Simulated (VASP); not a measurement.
## ZnO: single point with PBEsol

ZnO:

```
Zn O
1.0
     3.25142    0.00000    0.00000
    -1.62571    2.81581    0.00000
     0.00000    0.00000    5.24890
Zn O
2 2
Direct
  0.33333 0.66667 0.00159
  0.66667 0.33333 0.50159
  0.33333 0.66667 0.38051
  0.66667 0.33333 0.88051
```

This cell differs from its parent crystal: volume scaled by 1.020.

```yaml
Program: VASP 6.6.1
Task: single point
Functional: PBEsol
Potentials_or_basis: VASP PAW PBE potentials, release 64 (Zn, O)
Cutoff: 520 eV
k_mesh: 12 × 12 × 6
Occupations: gaussian, width 0.05 eV
Spin: no spin polarisation
Dipole_correction: no
Further_INCAR_settings: ALGO = Normal; EDIFF = 1e-06; NBANDS = 26
```

| Quantity | Value |
| --- | --- |
| Pressure | -1.8 GPa |
| Band gap on the k mesh | 0.66 eV, direct |

Levels at points of the mesh, in eV from the valence-band top:
```
           k point  band 15  band 16  band 17  band 18  band 19  band 20  band 21  band 22
(0.00, 0.00, 0.00)    -0.79    -0.09     0.00     0.00     0.66     5.08     8.03    12.73
(0.50, 0.00, 0.00)    -2.83    -2.25    -1.30    -0.83     5.64     6.70     7.41     8.38
(0.00, 0.00, 0.50)    -0.39    -0.39    -0.39    -0.39     3.33     3.33     9.88     9.88
(0.50, 0.00, 0.50)    -1.50    -1.50    -1.38    -1.38     5.54     5.54     8.29     8.29
```

Run time: 63 s on 1 thread of AMD EPYC 7R43 64-Core Processor (Zen 3), on a shared host, peak memory 0.17 GiB.

Caveat: the PAW data sets were made with another functional, which shifts forces and pressure a little.
